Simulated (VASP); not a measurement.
# GaN in VASP: a series of runs

Aim: see how the results for GaN move with the level of theory and the settings. Levels: r2SCAN, PBE. Tasks: single point.

All numbers are computed with VASP 6.6.1; they aren't measurements. Logs are shortened: lines on timing, memory, paths and dates and some standing lists are left out, and cuts for length are marked.

### 1 The cell of the first run

Symmetry: I-4m2, No. 119, tetragonal system. Conventional cell: a = 3.180 Å, b = 3.180 Å, c = 4.475 Å, α = 90.00°, β = 90.00°, γ = 90.00°. Within 2.6 Å of Ga (site symmetry -4m2) lie 4 N at 1.94 Å. Within 2.6 Å of N (site symmetry -4m2) lie 4 Ga at 1.94 Å.

### 2 Single point, r2SCAN (uniaxial x strain -0.5%)

Contents of POSCAR:

```
GaN
1.0
    0.0000000000      2.2489525415      2.2489525415
    2.2377077788      0.0000000000      2.2489525415
    2.2377077788      2.2489525415      0.0000000000
Ga N
1 1
Direct
    0.0000000000      0.0000000000      0.0000000000
    0.2500000000      0.2500000000      0.2500000000
```

Contents of INCAR.step1:

```
PREC = Accurate
ENCUT = 520
ISMEAR = 0
SIGMA = 0.01
LREAL = False
LASPH = True
NELM = 100
NBANDS = 16
GGA = PE
ALGO = Normal
EDIFF = 1E-4
LWAVE = True
LCHARG = False
```

Contents of INCAR.step2:

```
PREC = Accurate
ENCUT = 520
EDIFF = 1E-6
ISMEAR = 0
SIGMA = 0.01
LREAL = False
LASPH = True
NELM = 100
ALGO = Normal
ISIF = 2
LWAVE = False
LCHARG = False
METAGGA = R2SCAN
LMIXTAU = True
NBANDS = 16
ISTART = 1
```

Contents of KPOINTS:

```
Automatic mesh
0
Gamma
  10 10 10
```

Potentials or basis: VASP PAW PBE potentials, release 64 (Ga_d, N).

The run is started by

```sh
$ cat potpaw_PBE.64/Ga_d/POTCAR potpaw_PBE.64/N/POTCAR > POTCAR
$ cp INCAR.step1 INCAR
$ mpirun -np 1 vasp_std > vasp.out
$ cp INCAR.step2 INCAR
$ mpirun -np 1 vasp_std > vasp.out
```

OUTCAR:

```text
PREC = Accurate
   ENCUT = 520
   EDIFF = 1E-6
   ISMEAR = 0
   LREAL = False
   LASPH = True
   NELM = 100
   ISIF = 2
   METAGGA = R2SCAN
   ISTART = 1

 ion  position               nearest neighbor table
   1  0.000  0.000  0.000-   2 1.94   2 1.94   2 1.94   2 1.94
   2  0.250  0.250  0.250-   1 1.94   1 1.94   1 1.94   1 1.94

  LATTYP: Found a body centered tetragonal cell.
 ALAT       =     3.1804991853
 C/A-ratio  =     1.4071424946

  Lattice vectors:

 A1 = (  -2.2377077788,   0.0000000000,  -2.2489525415)
 A2 = (  -2.2377077788,   0.0000000000,   2.2489525415)
 A3 = (   2.2377077788,   2.2489525415,   0.0000000000)

Analysis of symmetry for initial positions (statically):
=====================================================================
 Subroutine PRICEL returns:
 Original cell was already a primitive cell.

 Routine SETGRP: Setting up the symmetry group for a
 body centered tetragonal supercell.

 Subroutine GETGRP returns: Found  8 space group operations
 (whereof  8 operations were pure point group operations)
 out of a pool of 16 trial point group operations.

The static configuration has the point symmetry D_2d.

Analysis of symmetry for dynamics (positions and initial velocities):
=====================================================================
 Subroutine PRICEL returns:
 Original cell was already a primitive cell.

 Routine SETGRP: Setting up the symmetry group for a
 body centered tetragonal supercell.

 Subroutine GETGRP returns: Found  8 space group operations
 (whereof  8 operations were pure point group operations)
 out of a pool of 16 trial point group operations.

The dynamic configuration has the point symmetry D_2d.

 Subroutine INISYM returns: Found  8 space group operations
 (whereof  8 operations are pure point group operations),
 and found     1 'primitive' translations

----------------------------------------------------------------------------------------

                                     Primitive cell

  volume of cell :      22.6357

  direct lattice vectors                    reciprocal lattice vectors
     0.000000000  2.248952542  2.248952542    -0.223442938  0.222325723  0.222325723
     2.237707779  0.000000000  2.248952542     0.223442938 -0.222325723  0.222325723
     2.237707779  2.248952542  0.000000000     0.223442938  0.222325723 -0.222325723

  length of vectors
     3.180499185  3.172557901  3.172557901     0.385725551  0.385725551  0.385725551

  position of ions in fractional coordinates (direct lattice)
     0.000000000  0.000000000  0.000000000
[... 79 lines left out ...]
   LREAL  =      F    real-space projection
   EDIFFG = 0.1E-04   stopping-criterion for IOM
   NSW    =      0    number of steps for IOM
   IBRION =     -1    ionic relax: 0-MD 1-quasi-New 2-CG
   NFREE  =      0    steps in history (QN), initial steepest desc. (CG)
   ISIF   =      2    stress and relaxation
   ISYM   =      2    0-nonsym 1-usesym 2-fastsym
   POTIM  = 0.5000    time-step for ionic-motion
   TEBEG  =    0.0;   TEEND  =   0.0 temperature during run
   PSTRESS=    0.0 pullay stress
   NELECT =      18.0000    total number of electrons
   NUPDOWN=      -1.0000    fix difference up-down
   EMIN   =  10.00;   EMAX   =-10.00  energy-range for DOS
   EFERMI =   0.00;   METHOD = LEGACY
   ISMEAR =     0;   SIGMA  =   0.01  broadening in eV -4-tet -1-fermi 0-gaus
   EFERMI_NEDOS =   21; number of points for ismear=-14 and -15
   IALGO  =     38    algorithm
   IMIX   =      4    mixing-type and parameters
     AMIX     =   0.40;   BMIX     =  1.00
     AMIX_MAG =   1.60;   BMIX_MAG =  1.00
  volume/ion in A,a.u.               =      11.32        76.38
  Fermi-wavevector in a.u.,A,eV,Ry     =   1.516705  2.866156 31.298747  2.300393
  Thomas-Fermi vector in A             =   2.626059
   LORBIT       =      0    0 simple, 1 ext, 2 COOP (PROOUT), +10 PAW based schemes
   METAGGA = R2SCAN    functional components
   LHFCALC =     F    Hartree Fock is set to
   AEXX    =    0.0000 exact exchange contribution
   IVDW    =     0    specifies the selected vdW correction
   LEPSILON=     F    determine dielectric tensor
   LRPA    =     F    only Hartree local field effects (RPA)
 non-spin polarized calculation
 Gauss-broadening in eV      SIGMA  =   0.01
  energy-cutoff  :      520.00
  volume of cell :       22.64
 maximum number of plane-waves:       620
   NGX = 11   NGY = 11   NGZ = 11

 number of electron      18.0000012 magnetization

 Free energy of the ion-electron system (eV)
  ---------------------------------------------------
  ext. energy  EPLUGINS =         0.00000000
  ---------------------------------------------------
  free energy    TOTEN  =       -21.89497145 eV

  energy without entropy =      -21.89497145  energy(sigma->0) =      -21.89497145

 E-fermi :   5.3088     XC(G=0): -12.7002

 val. band max:        5.1529366592   @ k =   0.0000   0.0000   0.0000
 cond. band min:       7.3305933766   @ k =   0.0000   0.0000   0.0000
 fundamental gap:      2.1776567174
 Fermi energy:         5.3087891280

 k-point     1 :       0.0000    0.0000    0.0000
  band No.  band energies     occupation
      1     -11.6891      2.00000
      2      -8.7038      2.00000
      3      -8.7038      2.00000
      4      -8.6984      2.00000
      5      -8.3393      2.00000
      6      -8.3390      2.00000
[... 433 lines left out ...]
      3      -8.4587      2.00000
      4      -8.4550      2.00000
      5      -8.2761      2.00000
      6      -7.5310      2.00000
[... 8 lines left out ...]
     15      28.5323      0.00000
     16      28.7506      0.00000

 [... further k-points ...]

------------------------ aborting loop because EDIFF is reached ----------------------------------------

  FORCE on cell =-STRESS in cart. coord.  units (eV):
  Direction    XX          YY          ZZ          XY          YZ          ZX
  --------------------------------------------------------------------------------------
  -------------------------------------------------------------------------------------
  Total        0.3610248      0.2691653      0.2691653      0.0000000      0.0000000     -0.0000000
  in kB       25.5536935     19.0517837     19.0517837      0.0000000      0.0000000     -0.0000000
  external PRESSURE =      21.2190870 kB  Pullay stress =       0.0000000 kB

 VOLUME and BASIS-vectors are now :
 -----------------------------------------------------------------------------
  energy-cutoff  :      520.00
  volume of cell :       22.64
      direct lattice vectors                 reciprocal lattice vectors
     0.000000000  2.248952542  2.248952542    -0.223442938  0.222325723  0.222325723
     2.237707779  0.000000000  2.248952542     0.223442938 -0.222325723  0.222325723
     2.237707779  2.248952542  0.000000000     0.223442938  0.222325723 -0.222325723

 POSITION                                       TOTAL-FORCE (eV/Angst)
 -----------------------------------------------------------------------------------
      0.00000      0.00000      0.00000         0.000000      0.000000      0.000000
      1.11885      1.12448      1.12448         0.000000      0.000000     -0.000000
 -----------------------------------------------------------------------------------
    total drift:                                0.000008      0.000008      0.000008

  FREE ENERGIE OF THE ION-ELECTRON SYSTEM (eV)
  ---------------------------------------------------
  free  energy   TOTEN  =       -21.8949714507 eV

  energy  without entropy=      -21.8949714507  energy(sigma->0) =      -21.89497145
```

OSZICAR.step1:

```text
N       E                     dE             d eps       ncg     rms          rms(c)
DAV:   1     0.810609515512E+02    0.81061E+02   -0.93540E+03  3672   0.204E+03
DAV:   2    -0.835982996269E+01   -0.89421E+02   -0.83300E+02  3720   0.328E+02
DAV:   3    -0.140899860587E+02   -0.57302E+01   -0.57116E+01  3816   0.704E+01
DAV:   4    -0.141510090159E+02   -0.61023E-01   -0.61017E-01  4152   0.783E+00
DAV:   5    -0.141518449933E+02   -0.83598E-03   -0.83597E-03  3920   0.820E-01    0.776E+00
DAV:   6    -0.121311727882E+02    0.20207E+01   -0.48940E+00  4936   0.400E+01    0.268E+00
DAV:   7    -0.121407814230E+02   -0.96086E-02   -0.32575E-01  3632   0.655E+00    0.177E+00
DAV:   8    -0.121371097898E+02    0.36716E-02   -0.55963E-02  3712   0.329E+00    0.777E-01
DAV:   9    -0.121329786447E+02    0.41311E-02   -0.14446E-02  4952   0.278E+00    0.195E-01
DAV:  10    -0.121333242627E+02   -0.34562E-03   -0.15386E-03  3920   0.551E-01    0.934E-02
DAV:  11    -0.121332217605E+02    0.10250E-03   -0.26774E-04  3280   0.257E-01    0.876E-03
DAV:  12    -0.121332284912E+02   -0.67307E-05   -0.47464E-05  1760   0.819E-02
   1 F= -.12133228E+02 E0= -.12133228E+02  d E =-.334494E-13
```

Run time: 39 s. Hardware: 1 thread of Intel Xeon 6975P-C (Granite Rapids), shared host; peak memory 0.17 GiB.

What came out:

```
Free energy            : -21.8950 eV
Pressure               : 2.1 GPa
Band gap on the k mesh : 2.18 eV
```

Stress tensor (GPa, compression positive):
```
2.56 0.00 0.00
0.00 1.91 0.00
0.00 0.00 1.91
```

Caveat: the cell differs from its parent crystal (uniaxial x strain -0.5%); the structure was generated, so it needn't be the stable form of GaN; the PAW data sets were made with another functional, which shifts forces and pressure a little.

### 3 Single point, PBE (shear xy strain -1.0%)

Contents of INCAR:

```
ALGO     = Normal         # electronic algorithm
EDIFF    = 1E-6           # SCF threshold, eV
ENCUT    = 520            # plane-wave cutoff, eV
GGA      = PE             # functional
ISIF     = 2              # what is computed and relaxed
ISMEAR   = -1             # smearing method
LASPH    = True           # aspherical terms in the spheres
LCHARG   = True           # write CHGCAR
LELF     = True           # ELF
LREAL    = False          # projectors in reciprocal space
LVHAR    = True         
LWAVE    = False          # write WAVECAR
NBANDS   = 16             # bands
NELM     = 80             # most SCF steps
PREC     = Accurate       # precision mode
SIGMA    = 0.02           # smearing width, eV
```

Contents of KPOINTS:

```
k-points
0
Gamma
  10 10 10
```

Contents of POSCAR:

```
GaN
1.0
   -0.0112447627      2.2489525415      2.2489525415
    2.2489525415     -0.0112447627      2.2489525415
    2.2377077788      2.2377077788      0.0000000000
Ga N
1 1
Direct
   -0.0007240346     -0.0007240346      0.0007240346
    0.2507240346      0.2507240346      0.2492759654
```

Potentials or basis: VASP PAW PBE potentials, release 64 (Ga_d, N).

The run is started by

```sh
$ cat potpaw_PBE.64/Ga_d/POTCAR potpaw_PBE.64/N/POTCAR > POTCAR
$ mpirun -np 1 vasp_std > vasp.out
```

OUTCAR:

```text
EDIFF = 1E-6
   ENCUT = 520
   GGA = PE
   ISIF = 2
   ISMEAR = -1
   LASPH = True
   LREAL = False
   NELM = 80
   PREC = Accurate

 ion  position               nearest neighbor table
   1  0.999  0.999  0.001-   2 1.94   2 1.94   2 1.95   2 1.95
   2  0.251  0.251  0.249-   1 1.94   1 1.94   1 1.95   1 1.95

  LATTYP: Found a body centered orthorhombic cell.
 ALAT       =     3.1645966894
 B/A-ratio  =     1.0100502512
 C/A-ratio  =     1.4213201632

  Lattice vectors:

 A1 = (   0.0112447627,  -2.2489525415,  -2.2489525415)
 A2 = (  -0.0112447627,   2.2489525415,  -2.2489525415)
 A3 = (   2.2489525415,  -0.0112447627,   2.2489525415)

Analysis of symmetry for initial positions (statically):
=====================================================================
 Subroutine PRICEL returns:
 Original cell was already a primitive cell.

 Routine SETGRP: Setting up the symmetry group for a
 body centered orthorhombic supercell.

 Subroutine GETGRP returns: Found  4 space group operations
 (whereof  4 operations were pure point group operations)
[... 160 lines left out ...]

  energy without entropy =      -12.13713046  energy(sigma->0) =      -12.13713046

 E-fermi :   5.8198     XC(G=0): -11.6996

 val. band max:        5.3804793722   @ k =   0.0000   0.0000   0.0000
 cond. band min:       7.1093365027   @ k =   0.0000   0.0000   0.0000
 fundamental gap:      1.7288571305
 Fermi energy:         5.8198214891

 k-point     1 :       0.0000    0.0000    0.0000
  band No.  band energies     occupation
      1     -10.6380      2.00000
      2      -8.1008      2.00000
      3      -8.0994      2.00000
      4      -8.0977      2.00000
      5      -7.7735      2.00000
      6      -7.7734      2.00000
[... 433 lines left out ...]
      3      -7.8725      2.00000
      4      -7.8690      2.00000
      5      -7.7119      2.00000
      6      -6.8601      2.00000
[... 8 lines left out ...]
     15      27.7513      0.00000
     16      27.8734      0.00000

 [... further k-points ...]

------------------------ aborting loop because EDIFF is reached ----------------------------------------

  FORCE on cell =-STRESS in cart. coord.  units (eV):
  Direction    XX          YY          ZZ          XY          YZ          ZX
  --------------------------------------------------------------------------------------
  -------------------------------------------------------------------------------------
  Total        0.8925916      0.8925916      0.8911969      0.2201577      0.0000000      0.0000000
  in kB       62.8641965     62.8641965     62.7659689     15.5054509      0.0000000      0.0000000
  external PRESSURE =      62.8314539 kB  Pullay stress =       0.0000000 kB

 VOLUME and BASIS-vectors are now :
 -----------------------------------------------------------------------------
  energy-cutoff  :      520.00
  volume of cell :       22.75
      direct lattice vectors                 reciprocal lattice vectors
    -0.011244763  2.248952542  2.248952542    -0.221219625  0.221219625  0.222325723
     2.248952542 -0.011244763  2.248952542     0.221219625 -0.221219625  0.222325723
     2.237707779  2.237707779  0.000000000     0.223442938  0.223442938 -0.222325723

 POSITION                                       TOTAL-FORCE (eV/Angst)
 -----------------------------------------------------------------------------------
      2.23771      2.23771      4.49465        -0.000000     -0.000000     -0.006782
      1.11885      1.11885      1.12773         0.000000      0.000000      0.006782
 -----------------------------------------------------------------------------------
    total drift:                                0.000003      0.000003     -0.000002

  FREE ENERGIE OF THE ION-ELECTRON SYSTEM (eV)
  ---------------------------------------------------
  free  energy   TOTEN  =       -12.1371304620 eV

  energy  without entropy=      -12.1371304620  energy(sigma->0) =      -12.13713046
```

It took 16 s on 1 thread of Intel Xeon 6975P-C (Granite Rapids), shared host; peak memory 0.18 GiB.

What came out:

```
Free energy            : -12.1371 eV
Pressure               : 6.3 GPa
Largest force          : 0.007 eV/Å
Band gap on the k mesh : 1.73 eV
```

Forces on the atoms (eV/Å):
```
Ga   0.000  0.000 -0.007
N    0.000  0.000  0.007
```

Stress tensor (GPa, compression positive):
```
6.29 1.55 0.00
1.55 6.29 0.00
0.00 0.00 6.28
```

Caveat: the cell differs from its parent crystal (shear xy strain -1.0%); the cell stands under pressure; the structure was generated, so it needn't be the stable form of GaN.

(Continued in part 2 of 2.)
